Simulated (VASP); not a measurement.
Wanted: the native input for a VASP 6.6.1 run.

```
Task                   : single point
Functional             : PBE
Potentials or basis    : VASP PAW PBE potentials, release 64 (Mg, Cd, Te)
Cutoff                 : 520 eV
k mesh                 : 6 × 6 × 2
Occupations            : gaussian, width 0.02 eV
Spin                   : no spin polarisation
Dipole correction      : no
Further INCAR settings : ALGO = Normal; EDIFF = 1e-06; NBANDS = 41
```

The structure of Mg5CdTe6 lies in POSCAR:

```
Mg5CdTe6
1.0
    4.6198091000      0.0000000000      0.0000000000
    0.0000000000      4.6198091000      0.0000000000
    0.0000000000      0.0000000000     19.5474596000
Mg Cd Te
5 1 6
Direct
    0.0000000000      0.0000000000      0.8314080000
    0.5000000000      0.5000000000      0.6656840000
    0.0000000000      0.0000000000      0.5000000000
    0.5000000000      0.5000000000      0.3343160000
    0.0000000000      0.0000000000      0.1685920000
    0.5000000000      0.5000000000      0.0000000000
    0.5000000000      0.0000000000      0.5828390000
    0.0000000000      0.5000000000      0.4171610000
    0.5000000000      0.0000000000      0.2514470000
    0.0000000000      0.5000000000      0.0862670000
    0.5000000000      0.0000000000      0.9137330000
    0.0000000000      0.5000000000      0.7485530000
```

These files were run (other wordings do the same):

INCAR

```
SYSTEM = Mg5CdTe6
ALGO = Normal
EDIFF = 1E-6
ENCUT = 520
GGA = PE
ISIF = 2
ISMEAR = 0
LASPH = .TRUE.
LCHARG = .FALSE.
LREAL = .FALSE.
LWAVE = .FALSE.
NBANDS = 41
NELM = 80
PREC = Accurate
SIGMA = 0.02
```

KPOINTS

```
k-points
0
G
  6 6 2
  0 0 0
```

Potentials or basis: VASP PAW PBE potentials, release 64 (Mg, Cd, Te).

Run with:

```sh
$ cat potpaw_PBE.64/Mg/POTCAR potpaw_PBE.64/Cd/POTCAR potpaw_PBE.64/Te/POTCAR > POTCAR
$ mpirun -np 1 vasp_std > vasp.out
```

It gave:

The pressure is 0.0 GPa and the largest force is 0.019 eV/Å. The band gap on the k mesh is 1.89 eV.

Caveat: spin-orbit coupling is left out, which moves the levels of the heavy elements.

Run time: 7.3 min on 1 thread of Intel(R) Xeon(R) Platinum 8259CL CPU @ 2.50GHz (Skylake/Cascade Lake) (shared host), peak memory 0.64 GiB.
